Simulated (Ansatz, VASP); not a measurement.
HfC: VASP beside Ansatz

```
Hf C
1.0
     0.00000    2.25525    2.32500
     2.25525    0.00000    2.32500
     2.25525    2.25525    0.00000
Hf C
1 1
Direct
  0.50000 0.50000 0.50000
  0.00000 0.00000 0.00000
```

Change from the starting cell: equal xx and yy strain of -3 %.

Alike in both runs: task single point; functional PBE; k mesh 15 × 15 × 15; occupations fermi-dirac, width 0.05 eV; no spin polarisation.

```csv
,VASP,Ansatz
version,VASP 6.6.1,Ansatz 0.2.0
potentials or method,"VASP PAW PBE potentials, release 64 (Hf_pv, C), cutoff 520 eV","all-electron LAPW, scalar-relativistic"
```

VASP gave:

```
pressure (GPa)                                                : 16.4
traceless stress, the component that is largest in VASP (GPa) : -10.13
```

Task: Estimate Ansatz's values.

Result: Pressure (GPa): 16.8; traceless stress, the component that is largest in VASP (GPa): -9.96.

Ansatz ran all-electron here, and VASP with PAW potentials.

Spin-orbit coupling is off throughout.
